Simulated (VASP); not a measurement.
A run of VASP 6.6.1 is set up as follows.

Contents of INCAR:

```
PREC = Accurate ; ENCUT = 520
EDIFF = 1E-7 ; ISMEAR = 0
SIGMA = 0.1 ; LREAL = Auto
LASPH = T ; NELM = 100
ALGO = Normal ; ISIF = 2
LWAVE = F ; LCHARG = F
GGA = PS ; ISYM = 0
NBANDS = 104
```

KPOINTS

```
Automatic mesh
0
Gamma
  3 3 2
  0 0 0.5
```

POSCAR

```
Ge8Pt7
1.0
    5.5820223265     -3.6631867392     -0.0021238435
   -5.5809161525     -3.6614715393      0.0021165471
    0.0016975957      3.6623231343     -6.1288108410
Ge Pt
8 7
Direct
    0.1817668479      1.0032657618      0.4032621638
    0.6478311567      0.4706454425      0.4053913430
    0.2330542599      0.9445158517      0.9271669646
    0.7418000138      0.4177302087      0.9114464551
    0.2614231354      0.5725696583      0.0874389326
    0.7656274074      0.0750774881      0.0898703524
    0.3223281141      0.4857970002      0.5551077256
    0.8280813231      0.0117422092      0.5918154507
    0.2858070702      0.2838015550      0.8118779885
    0.7823580782      0.7793894265      0.8150352073
    0.0292535805      0.5240614556      0.3024731061
    0.5201054855      0.0276558404      0.2985784405
    0.4587553282      0.9573844935      0.6876132535
    0.9752594510      0.4735197701      0.6875943227
    0.7228288499      0.7206483426      0.1993490230
```

Potentials or basis: VASP PAW PBE potentials, release 64 (Ge_d, Pt).

The run is started by

```console
$ cat potpaw_PBE.64/Ge_d/POTCAR potpaw_PBE.64/Pt/POTCAR > POTCAR
$ mpirun -np 1 vasp_std > vasp.out
```

(1) What does it give for the largest force?

(2) Estimate the pressure.

## Answers

(1) 0.023 eV/Å.

(2) 0.0 GPa.

Caveat: the k points lie up to 0.48 Å⁻¹ apart; the PAW data sets were made with another functional, which shifts forces and pressure a little.
